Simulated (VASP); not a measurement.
# FeSi (P2_13) in VASP: a series of runs

FeSi is run at these levels: PBE; tasks: single point.

Everything below comes from runs of VASP 6.6.1. Logs are shortened: lines on timing, memory, paths and dates and some standing lists are left out, and cuts for length are marked.

### Step 1. The cell of the first run

The structure is cubic, space group P2_13 (No. 198). Conventional cell: a = 4.449 Å, b = 4.449 Å, c = 4.449 Å, α = 90.00°, β = 90.00°, γ = 90.00°. Fe (site symmetry 3) has 7 Si at 2.27 to 2.50 Å and 6 Fe at 2.73 Å within 3.0 Å. Si (site symmetry 3) has 7 Fe at 2.27 to 2.50 Å and 6 Si at 2.76 Å within 3.0 Å.

### Step 2. Single point, PBE

Input file INCAR:

```
PREC = Accurate ; ENCUT = 520
EDIFF = 1E-7 ; ISMEAR = 0
SIGMA = 0.1 ; LREAL = False
LASPH = True ; NELM = 100
ALGO = Normal ; ISIF = 2
LWAVE = False ; LCHARG = True
GGA = PE ; LELF = True
LVHAR = True ; NBANDS = 34
```

Input file KPOINTS:

```
regular mesh
0
Gamma
  4 4 4
```

Input file POSCAR:

```
FeSi
1.0
    4.4486568050      0.0000000000      0.0000000000
    0.0000000000      4.4486568050      0.0000000000
    0.0000000000      0.0000000000      4.4486568050
Fe Si
4 4
Direct
    0.1354867592      0.1354867592      0.1354867592
    0.3645132408      0.8645132408      0.6354867592
    0.6354867592      0.3645132408      0.8645132408
    0.8645132408      0.6354867592      0.3645132408
    0.8409262386      0.8409262386      0.8409262386
    0.6590737614      0.1590737614      0.3409262386
    0.3409262386      0.6590737614      0.1590737614
    0.1590737614      0.3409262386      0.6590737614
```

Potentials or basis: VASP PAW PBE potentials, release 64 (Fe, Si).

Command:

```bash
> cat potpaw_PBE.64/Fe/POTCAR potpaw_PBE.64/Si/POTCAR > POTCAR
> mpirun -np 1 vasp_std > vasp.out
```

OUTCAR:

```text
PREC = Accurate
   ENCUT = 520
   EDIFF = 1E-7
   ISMEAR = 0
   LREAL = False
   LASPH = True
   NELM = 100
   ISIF = 2
   GGA = PE

 ion  position               nearest neighbor table
   1  0.135  0.135  0.135-   5 2.27   6 2.31   7 2.31   8 2.31   7 2.50   8 2.50   6 2.50   3 2.73
                             4 2.73   2 2.73   2 2.73   4 2.73   3 2.73
   2  0.365  0.865  0.635-   6 2.27   5 2.31   7 2.31   8 2.31   7 2.50   8 2.50   5 2.50   1 2.73
                             1 2.73   3 2.73   3 2.73   4 2.73   4 2.73
   3  0.635  0.365  0.865-   7 2.27   6 2.31   5 2.31   8 2.31   8 2.50   6 2.50   5 2.50   1 2.73
                             4 2.73   2 2.73   2 2.73   4 2.73   1 2.73
   4  0.865  0.635  0.365-   8 2.27   6 2.31   7 2.31   5 2.31   6 2.50   5 2.50   7 2.50   1 2.73
                             3 2.73   2 2.73   1 2.73   2 2.73   3 2.73
   5  0.841  0.841  0.841-   1 2.27   2 2.31   3 2.31   4 2.31   3 2.50   4 2.50   2 2.50   6 2.76
                             7 2.76   8 2.76   6 2.76   8 2.76   7 2.76
   6  0.659  0.159  0.341-   2 2.27   1 2.31   3 2.31   4 2.31   3 2.50   4 2.50   1 2.50   8 2.76
                             5 2.76   5 2.76   7 2.76   7 2.76   8 2.76
   7  0.341  0.659  0.159-   3 2.27   2 2.31   1 2.31   4 2.31   4 2.50   2 2.50   1 2.50   8 2.76
                             5 2.76   8 2.76   6 2.76   6 2.76   5 2.76
   8  0.159  0.341  0.659-   4 2.27   2 2.31   3 2.31   1 2.31   2 2.50   1 2.50   3 2.50   7 2.76
                             5 2.76   7 2.76   5 2.76   6 2.76   6 2.76

  LATTYP: Found a simple cubic cell.
 ALAT       =     4.4486568050

  Lattice vectors:

 A1 = (   4.4486568050,   0.0000000000,   0.0000000000)
 A2 = (   0.0000000000,   4.4486568050,   0.0000000000)
 A3 = (   0.0000000000,   0.0000000000,   4.4486568050)

Analysis of symmetry for initial positions (statically):
=====================================================================
 Subroutine PRICEL returns:
 Original cell was already a primitive cell.

 Routine SETGRP: Setting up the symmetry group for a
 simple cubic supercell.

 Subroutine GETGRP returns: Found 12 space group operations
 (whereof  3 operations were pure point group operations)
 out of a pool of 48 trial point group operations.

The static configuration has the point symmetry C_3 .
 The point group associated with its full space group is T   .

Analysis of symmetry for dynamics (positions and initial velocities):
=====================================================================
 Subroutine PRICEL returns:
 Original cell was already a primitive cell.

 Routine SETGRP: Setting up the symmetry group for a
 simple cubic supercell.

 Subroutine GETGRP returns: Found 12 space group operations
 (whereof  3 operations were pure point group operations)
 out of a pool of 48 trial point group operations.

The dynamic configuration has the point symmetry C_3 .
 The point group associated with its full space group is T   .

 Subroutine INISYM returns: Found 12 space group operations
 (whereof  3 operations are pure point group operations),
 and found     1 'primitive' translations

----------------------------------------------------------------------------------------

                                     Primitive cell

  volume of cell :      88.0414

  direct lattice vectors                    reciprocal lattice vectors
     4.448656805  0.000000000  0.000000000     0.224786951  0.000000000  0.000000000
     0.000000000  4.448656805  0.000000000     0.000000000  0.224786951  0.000000000
     0.000000000  0.000000000  4.448656805     0.000000000  0.000000000  0.224786951

  length of vectors
     4.448656805  4.448656805  4.448656805     0.224786951  0.224786951  0.224786951

  position of ions in fractional coordinates (direct lattice)
     0.135486759  0.135486759  0.135486759
     0.364513241  0.864513241  0.635486759
     0.635486759  0.364513241  0.864513241
     0.864513241  0.635486759  0.364513241
     0.840926239  0.840926239  0.840926239
     0.659073761  0.159073761  0.340926239
     0.340926239  0.659073761  0.159073761
     0.159073761  0.340926239  0.659073761

  ion indices of the primitive-cell ions
   primitive index   ion index
                 1           1
                 2           2
                 3           3
                 4           4
                 5           5
                 6           6
                 7           7
                 8           8

----------------------------------------------------------------------------------------

 KPOINTS: regular mesh

Automatic generation of k-mesh.
 Grid dimensions read from file:
 generate k-points for:    4    4    4

 Generating k-lattice:

  Cartesian coordinates                     Fractional coordinates (reciprocal lattice)
     0.056196738  0.000000000  0.000000000     0.250000000  0.000000000  0.000000000
     0.000000000  0.056196738  0.000000000     0.000000000  0.250000000  0.000000000
     0.000000000  0.000000000  0.056196738     0.000000000  0.000000000  0.250000000

  Length of vectors
     0.056196738  0.056196738  0.056196738

  Shift w.r.t. Gamma in fractional coordinates (k-lattice)
     0.000000000  0.000000000  0.000000000

 Subroutine IBZKPT returns following result:
 ===========================================

 Found     11 irreducible k-points:

 Following reciprocal coordinates:
            Coordinates               Weight
  0.000000  0.000000  0.000000      1.000000
  0.250000  0.000000  0.000000      6.000000
  0.500000  0.000000  0.000000      3.000000
  0.250000  0.250000  0.000000     12.000000
  0.500000  0.250000  0.000000      6.000000
 -0.250000  0.500000  0.000000      6.000000
  0.500000  0.500000  0.000000      3.000000
  0.250000  0.250000  0.250000      8.000000
  0.500000  0.250000  0.250000     12.000000
  0.500000  0.500000  0.250000      6.000000
  0.500000  0.500000  0.500000      1.000000
   k-points           NKPTS =     11   k-points in BZ     NKDIM =     11   number of bands    NBANDS=     34
   number of dos      NEDOS =    301   number of ions     NIONS =      8
   total plane-waves  NPLWV =  46656
   dimension x,y,z NGX =    36 NGY =   36 NGZ =   36
   dimension x,y,z NGXF=    72 NGYF=   72 NGZF=   72
   ions per type =               4   4
   NGX,Y,Z   is equivalent  to a cutoff of  13.45, 13.45, 13.45 a.u.
   NGXF,Y,Z  is equivalent  to a cutoff of  26.91, 26.91, 26.91 a.u.
 SYSTEM =  unknown system
   PREC   = accura    normal or accurate (medium, high low for compatibility)
   ISTART =      0    job   : 0-new  1-cont  2-samecut
   ICHARG =      2    charge: 1-file 2-atom 10-const
   ISPIN  =      1    spin polarized calculation?
   LNONCOLLINEAR =      F non collinear calculations
   LSORBIT =      F    spin-orbit coupling
   LASPH  =      T    aspherical Exc in radial PAW
   ENCUT  =  520.0 eV  38.22 Ry    6.18 a.u.   8.27  8.27  8.27*2*pi/ulx,y,z
   NELM   =    100;   NELMIN=  2; NELMDL= -5     # of ELM steps
   EDIFF  = 0.1E-06   stopping-criterion for ELM
   LREAL  =      F    real-space projection
   EDIFFG = 0.1E-05   stopping-criterion for IOM
   NSW    =      0    number of steps for IOM
   IBRION =     -1    ionic relax: 0-MD 1-quasi-New 2-CG
   NFREE  =      0    steps in history (QN), initial steepest desc. (CG)
   ISIF   =      2    stress and relaxation
   ISYM   =      2    0-nonsym 1-usesym 2-fastsym
   POTIM  = 0.5000    time-step for ionic-motion
   TEBEG  =    0.0;   TEEND  =   0.0 temperature during run
   PSTRESS=    0.0 pullay stress
   NELECT =      48.0000    total number of electrons
   NUPDOWN=      -1.0000    fix difference up-down
   EMIN   =  10.00;   EMAX   =-10.00  energy-range for DOS
   EFERMI =   0.00;   METHOD = LEGACY
   ISMEAR =     0;   SIGMA  =   0.10  broadening in eV -4-tet -1-fermi 0-gaus
   EFERMI_NEDOS =   21; number of points for ismear=-14 and -15
   IALGO  =     38    algorithm
   IMIX   =      4    mixing-type and parameters
     AMIX     =   0.40;   BMIX     =  1.00
     AMIX_MAG =   1.60;   BMIX_MAG =  1.00
  volume/ion in A,a.u.               =      11.01        74.27
  Fermi-wavevector in a.u.,A,eV,Ry     =   1.337395  2.527310 24.335723  1.788625
  Thomas-Fermi vector in A             =   2.465947
   LORBIT       =      0    0 simple, 1 ext, 2 COOP (PROOUT), +10 PAW based schemes
   GGA     = PE    functional components
   LHFCALC =     F    Hartree Fock is set to
   AEXX    =    0.0000 exact exchange contribution
   IVDW    =     0    specifies the selected vdW correction
   LEPSILON=     F    determine dielectric tensor
   LRPA    =     F    only Hartree local field effects (RPA)
 non-spin polarized calculation
 Gauss-broadening in eV      SIGMA  =   0.10
  energy-cutoff  :      520.00
  volume of cell :       88.04
 maximum number of plane-waves:      2392
 NGX is ok and might be reduce to    36
   NGX = 17   NGY = 17   NGZ = 17

 number of electron      48.0000006 magnetization

 Free energy of the ion-electron system (eV)
  ---------------------------------------------------
  ext. energy  EPLUGINS =         0.00000000
  ---------------------------------------------------
  free energy    TOTEN  =       -58.78896105 eV

  energy without entropy =      -58.77159619  energy(sigma->0) =      -58.78027862

 E-fermi :   9.7972     XC(G=0): -12.7964

 val. band max:        9.7085505794   @ k =   0.2500   0.0000   0.0000
 cond. band min:       9.8822726747   @ k =   0.2500   0.2500   0.0000
 fundamental gap:      0.1737220953
 Fermi energy:         9.7971520958

 k-point     1 :       0.0000    0.0000    0.0000
  band No.  band energies     occupation
      1      -3.5208      2.00000
      2       1.8337      2.00000
      3       1.8337      2.00000
      4       1.8337      2.00000
      5       4.6733      2.00000
      6       4.6733      2.00000
[... 26 lines left out ...]
     33      14.0243      0.00000
     34      14.0243      0.00000
[... 339 lines left out ...]
      4       0.6150      2.00000
      5       3.2480      2.00000
      6       3.2480      2.00000
[... 26 lines left out ...]
     33      15.8604      0.00000
     34      15.8604      0.00000

------------------------ aborting loop because EDIFF is reached ----------------------------------------

  FORCE on cell =-STRESS in cart. coord.  units (eV):
  Direction    XX          YY          ZZ          XY          YZ          ZX
  --------------------------------------------------------------------------------------
  -------------------------------------------------------------------------------------
  Total        0.1118927      0.1118927      0.1118927      0.0000000      0.0000000      0.0000000
  in kB        2.0362237      2.0362237      2.0362237      0.0000000      0.0000000      0.0000000
  external PRESSURE =       2.0362237 kB  Pullay stress =       0.0000000 kB

 VOLUME and BASIS-vectors are now :
 -----------------------------------------------------------------------------
  energy-cutoff  :      520.00
  volume of cell :       88.04
      direct lattice vectors                 reciprocal lattice vectors
     4.448656805  0.000000000  0.000000000     0.224786951  0.000000000  0.000000000
     0.000000000  4.448656805  0.000000000     0.000000000  0.224786951  0.000000000
     0.000000000  0.000000000  4.448656805     0.000000000  0.000000000  0.224786951

 POSITION                                       TOTAL-FORCE (eV/Angst)
 -----------------------------------------------------------------------------------
      0.60273      0.60273      0.60273         0.053145      0.053145      0.053145
      1.62159      3.84592      2.82706        -0.053145     -0.053145      0.053145
      2.82706      1.62159      3.84592         0.053145     -0.053145     -0.053145
      3.84592      2.82706      1.62159        -0.053145      0.053145     -0.053145
      3.74099      3.74099      3.74099        -0.010194     -0.010194     -0.010194
      2.93199      0.70766      1.51666         0.010194      0.010194     -0.010194
      1.51666      2.93199      0.70766        -0.010194      0.010194      0.010194
      0.70766      1.51666      2.93199         0.010194     -0.010194      0.010194
 -----------------------------------------------------------------------------------
    total drift:                               -0.000001     -0.000001     -0.000000

  FREE ENERGIE OF THE ION-ELECTRON SYSTEM (eV)
  ---------------------------------------------------
  free  energy   TOTEN  =       -58.7889610459 eV

  energy  without entropy=      -58.7715961942  energy(sigma->0) =      -58.78027862
```

Wall time 59 s (1 thread of Intel Xeon 8259CL, shared host); peak memory 0.21 GiB.

Results:

```
Free energy            : -58.7890 eV
Pressure               : 0.2 GPa
Largest force          : 0.092 eV/Å
Band gap on the k mesh : 0.17 eV (least direct gap 0.20 eV)
```

Forces on the atoms (eV/Å):
```
Fe   0.053  0.053  0.053
Fe  -0.053 -0.053  0.053
Fe   0.053 -0.053 -0.053
Fe  -0.053  0.053 -0.053
Si  -0.010 -0.010 -0.010
Si   0.010  0.010 -0.010
Si  -0.010  0.010  0.010
Si   0.010 -0.010  0.010
```

Levels at points of the mesh, in eV from the valence-band top:
```
           k point  band 22  band 23  band 24  band 25  band 26  band 27
(0.00, 0.00, 0.00)    -0.27    -0.03    -0.03     0.67     0.67     0.67
(0.50, 0.00, 0.00)    -0.37     0.00     0.00     0.21     0.21     1.73
(0.50, 0.50, 0.00)    -1.01    -0.35    -0.35     0.65     0.65     1.31
(0.50, 0.50, 0.50)    -0.66    -0.66    -0.66     0.51     0.51     0.51
```

A k mesh can miss the band edges. Spin polarisation is off, so any magnetic state and its effect on volume and gap are missing.

### Step 3. Single point, PBE (10.01 Å³/atom)

This run uses another cell than the first one, of 10.01 Å³/atom.

Input file INCAR:

```
PREC     = Accurate       # precision mode
ENCUT    = 520            # plane-wave cutoff, eV
EDIFF    = 1E-6           # SCF threshold, eV
ISMEAR   = 0              # smearing method
SIGMA    = 0.01           # smearing width, eV
LREAL    = False          # projectors in reciprocal space
LASPH    = True           # aspherical terms in the spheres
NELM     = 80             # most SCF steps
ALGO     = Normal         # electronic algorithm
ISIF     = 2              # what is computed and relaxed
LWAVE    = False          # write WAVECAR
LCHARG   = False          # write CHGCAR
GGA      = PE             # functional
NBANDS   = 34             # bands
```

Input file KPOINTS:

```
regular mesh
0
Gamma
  8 8 8
```

Input file POSCAR:

```
FeSi
1.0
    4.3103143730      0.0000000000      0.0000000000
    0.0000000000      4.3103143730      0.0000000000
    0.0000000000      0.0000000000      4.3103143730
Fe Si
4 4
Direct
    0.1395993757      0.1395993757      0.1395993757
    0.3604006243      0.8604006243      0.6395993757
    0.6395993757      0.3604006243      0.8604006243
    0.8604006243      0.6395993757      0.3604006243
    0.8423400056      0.8423400056      0.8423400056
    0.6576599944      0.1576599944      0.3423400056
    0.3423400056      0.6576599944      0.1576599944
    0.1576599944      0.3423400056      0.6576599944
```

Potentials or basis: VASP PAW PBE potentials, release 64 (Fe, Si).

Command:

```bash
> cat potpaw_PBE.64/Fe/POTCAR potpaw_PBE.64/Si/POTCAR > POTCAR
> mpirun -np 1 vasp_std > vasp.out
```

OUTCAR:

```text
PREC = Accurate
   ENCUT = 520
   EDIFF = 1E-6
   ISMEAR = 0
   LREAL = False
   LASPH = True
   NELM = 80
   ISIF = 2
   GGA = PE

 ion  position               nearest neighbor table
   1  0.140  0.140  0.140-   5 2.22   6 2.25   7 2.25   8 2.25   7 2.40   8 2.40   6 2.40   3 2.65
                             4 2.65   2 2.65   2 2.65   4 2.65   3 2.65
   2  0.360  0.860  0.640-   6 2.22   5 2.25   7 2.25   8 2.25   7 2.40   8 2.40   5 2.40   1 2.65
                             1 2.65   3 2.65   3 2.65   4 2.65   4 2.65
   3  0.640  0.360  0.860-   7 2.22   8 2.25   5 2.25   6 2.25   8 2.40   6 2.40   5 2.40   1 2.65
                             4 2.65   2 2.65   2 2.65   4 2.65   1 2.65
   4  0.860  0.640  0.360-   8 2.22   7 2.25   5 2.25   6 2.25   6 2.40   5 2.40   7 2.40   1 2.65
                             3 2.65   2 2.65   1 2.65   2 2.65   3 2.65
   5  0.842  0.842  0.842-   1 2.22   2 2.25   3 2.25   4 2.25   3 2.40   4 2.40   2 2.40   6 2.67
                             7 2.67   8 2.67   6 2.67   8 2.67   7 2.67
   6  0.658  0.158  0.342-   2 2.22   1 2.25   3 2.25   4 2.25   3 2.40   4 2.40   1 2.40   8 2.67
                             5 2.67   5 2.67   7 2.67   7 2.67   8 2.67
[... 213 lines left out ...]
      3       2.6524      2.00000
      4       2.6524      2.00000
      5       5.5366      2.00000
      6       5.5366      2.00000
[... 877 lines left out ...]
     33      15.7636      0.00000
     34      16.4216      0.00000

 [... further k-points ...]

------------------------ aborting loop because EDIFF is reached ----------------------------------------

  FORCE on cell =-STRESS in cart. coord.  units (eV):
  Direction    XX          YY          ZZ          XY          YZ          ZX
  --------------------------------------------------------------------------------------
  -------------------------------------------------------------------------------------
  Total       13.0182667     13.0182667     13.0182667      0.0000000      0.0000000      0.0000000
  in kB      260.4575231    260.4575231    260.4575231      0.0000000      0.0000000      0.0000000
  external PRESSURE =     260.4575231 kB  Pullay stress =       0.0000000 kB

 VOLUME and BASIS-vectors are now :
 -----------------------------------------------------------------------------
  energy-cutoff  :      520.00
  volume of cell :       80.08
      direct lattice vectors                 reciprocal lattice vectors
     4.310314373  0.000000000  0.000000000     0.232001639  0.000000000  0.000000000
     0.000000000  4.310314373  0.000000000     0.000000000  0.232001639  0.000000000
     0.000000000  0.000000000  4.310314373     0.000000000  0.000000000  0.232001639

 POSITION                                       TOTAL-FORCE (eV/Angst)
 -----------------------------------------------------------------------------------
      0.60172      0.60172      0.60172         0.023813      0.023813      0.023813
      1.55344      3.70860      2.75687        -0.023813     -0.023813      0.023813
      2.75687      1.55344      3.70860         0.023813     -0.023813     -0.023813
      3.70860      2.75687      1.55344        -0.023813      0.023813     -0.023813
      3.63075      3.63075      3.63075        -0.000563     -0.000563     -0.000563
      2.83472      0.67956      1.47559         0.000563      0.000563     -0.000563
      1.47559      2.83472      0.67956        -0.000563      0.000563      0.000563
      0.67956      1.47559      2.83472         0.000563     -0.000563      0.000563
 -----------------------------------------------------------------------------------
    total drift:                               -0.000001     -0.000001     -0.000000

  FREE ENERGIE OF THE ION-ELECTRON SYSTEM (eV)
  ---------------------------------------------------
  free  energy   TOTEN  =       -58.1935566925 eV

  energy  without entropy=      -58.1935566925  energy(sigma->0) =      -58.19355669
```

It took 2.1 min on 1 thread of Intel Xeon 8259CL, shared host; peak memory 0.24 GiB.

Results:

| Item | Value |
| --- | --- |
| Free energy | -58.1936 eV |
| Pressure | 26.0 GPa |
| Largest force | 0.041 eV/Å |
| Band gap on the k mesh | 0.15 eV (least direct gap 0.17 eV) |

Forces on the atoms (eV/Å):
```
Fe   0.024  0.024  0.024
Fe  -0.024 -0.024  0.024
Fe   0.024 -0.024 -0.024
Fe  -0.024  0.024 -0.024
Si  -0.001 -0.001 -0.001
Si   0.001  0.001 -0.001
Si  -0.001  0.001  0.001
Si   0.001 -0.001  0.001
```

Caveat: the cell stands under pressure.

(Part 1 of 2 ends here.)
